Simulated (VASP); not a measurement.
Wanted: the native input for a VASP 6.6.1 run.

```yaml
Task: single point
Functional: PBEsol
Potentials_or_basis: VASP PAW PBE potentials, release 64 (Al, Ga_d, N)
Cutoff: 520 eV
k_mesh: 6 × 6 × 6
Occupations: gaussian, width 0.05 eV
Spin: no spin polarisation
Dipole_correction: no
Further_INCAR_settings: ALGO = Normal; EDIFF = 1e-06; NBANDS = 31
```

The structure of Al3GaN4 lies in POSCAR:

```
Al3GaN4
1.0
    4.4069948456      0.0000000000      0.0000000000
    0.0000000000      4.4069948456      0.0000000000
    0.0000000000      0.0000000000      4.4069948456
Al Ga N
3 1 4
Direct
    0.5170183998      0.5000000000      0.0000000000
    0.4829816002      0.0000000000      0.5000000000
    0.0000000000      0.5000000000      0.5000000000
    0.0000000000      0.0000000000      0.0000000000
    0.7447077177      0.7505492028      0.2611337674
    0.7447077177      0.2494507972      0.7388662326
    0.2552922823      0.7388662326      0.7505492028
    0.2552922823      0.2611337674      0.2494507972
```

This cell differs from its parent crystal: atoms displaced along a vibrational mode.

These files were run (other wordings do the same):

INCAR

```
PREC = Accurate
ENCUT = 520
EDIFF = 1E-6
ISMEAR = 0
SIGMA = 0.05
LREAL = False
LASPH = True
NELM = 60
ALGO = Normal
ISIF = 2
LWAVE = False
LCHARG = False
GGA = PS
NBANDS = 31
```

KPOINTS

```
regular mesh
0
Gamma
  6 6 6
```

Potentials or basis: VASP PAW PBE potentials, release 64 (Al, Ga_d, N).

Launch:

```console
$ cat potpaw_PBE.64/Al/POTCAR potpaw_PBE.64/Ga_d/POTCAR potpaw_PBE.64/N/POTCAR > POTCAR
$ mpirun -np 1 vasp_std > vasp.out
```

Results of the run:

```json
{"Pressure": "-0.1 GPa", "Largest force": "0.799 eV/Å", "Band gap on the k mesh": "3.29 eV"}
```

Caveat: the cell differs from its parent crystal (atoms displaced along a vibrational mode); the PAW data sets were made with another functional, which shifts forces and pressure a little.

Run time: 3.3 min on 1 thread of Intel Xeon 8259CL (shared host), peak memory 0.26 GiB.
